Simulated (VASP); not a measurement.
Here is a VASP 6.6.1 calculation.

File INCAR:

```
SYSTEM = Mn3Si
ALGO = Normal
EDIFF = 1E-6
ENCUT = 520
GGA = PS
ISIF = 2
ISMEAR = -1
ISPIN = 2
LASPH = .TRUE.
LCHARG = .FALSE.
LMAXMIX = 4
LORBIT = 11
LREAL = .FALSE.
LWAVE = .FALSE.
MAGMOM = 4 4 4 0
NBANDS = 34
NELM = 150
PREC = Accurate
SIGMA = 0.05
```

KPOINTS

```
k-points
0
G
  10 10 5
  0 0 0
```

File POSCAR:

```
Mn3Si
1.0
    2.7342217262      0.0000000000      0.0000000000
    0.0000000000      2.7342217262      0.0000000000
    0.0000000000      0.0000000000      5.5682946237
Mn Si
3 1
Direct
    0.5000000000      0.5000000000      0.0000000000
    0.0000000000      0.0000000000      0.2534490000
    0.0000000000      0.0000000000      0.7465510000
    0.5000000000      0.5000000000      0.5000000000
```

Potentials or basis: VASP PAW PBE potentials, release 64 (Mn_pv, Si).

Run with:

```bash
$ cat potpaw_PBE.64/Mn_pv/POTCAR potpaw_PBE.64/Si/POTCAR > POTCAR
$ mpirun -np 1 vasp_std > vasp.out
```

**Question.** What does it give for the pressure?

**Answer.** 3.4 GPa.

**Question.** Predict the site moments.

**Answer.** Mn +1.26, -0.15 (each value once); Si +0.02 μB.

**Question.** What does it give for the net moment?

**Answer.** 1.00 μB per cell.

Forces on the atoms (eV/Å):
```
Mn   0.000  0.000  0.000
Mn   0.000  0.000 -0.252
Mn   0.000  0.000  0.252
Si   0.000  0.000  0.000
```

Caveat: the cell stands under pressure; the PAW data sets were made with another functional, which shifts forces and pressure a little.
